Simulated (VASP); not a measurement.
C, 8 atoms in the cell. The structure is hexagonal, space group P6_3/mmc (No. 194). Conventional cell: a = 2.392 Å, b = 2.392 Å, c = 8.720 Å, α = 90.00°, β = 90.00°, γ = 120.00°. Within 2.0 Å of C (site symmetry 3m) lie 4 C at 1.48 to 1.62 Å. Within 2.0 Å of C (site symmetry 3m) lie 4 C at 1.48 to 1.65 Å.  This cell differs from its parent crystal: strain -0.050 along x and y, +0.050 along z.

| Item | Value |
| --- | --- |
| Program | VASP 6.6.1 |
| Task | single point |
| Functional | PBE |
| Potentials or basis | VASP PAW PBE potentials, release 64 (C) |
| Cutoff | 520 eV |
| k mesh | 12 × 12 × 4 |
| Occupations | gaussian, width 0.05 eV |
| Spin | no spin polarisation |
| Dipole correction | no |
| Further INCAR settings | ALGO = Normal; EDIFF = 1e-06; NBANDS = 26 |

Potentials or basis: VASP PAW PBE potentials, release 64 (C).

The run is started by

```bash
$ cat potpaw_PBE.64/C/POTCAR > POTCAR
$ mpirun -np 1 vasp_std > vasp.out
```

Hardware: 1 thread of AMD EPYC 9R45 (Zen 5), on a shared host.

**Question.** Estimate the wall time of this run.

**Answer.** It took 38 s on 1 thread of AMD EPYC 9R45 (Zen 5), with other jobs on the host, peak memory 0.14 GiB. Counts: scf iterations 12, k points 57.
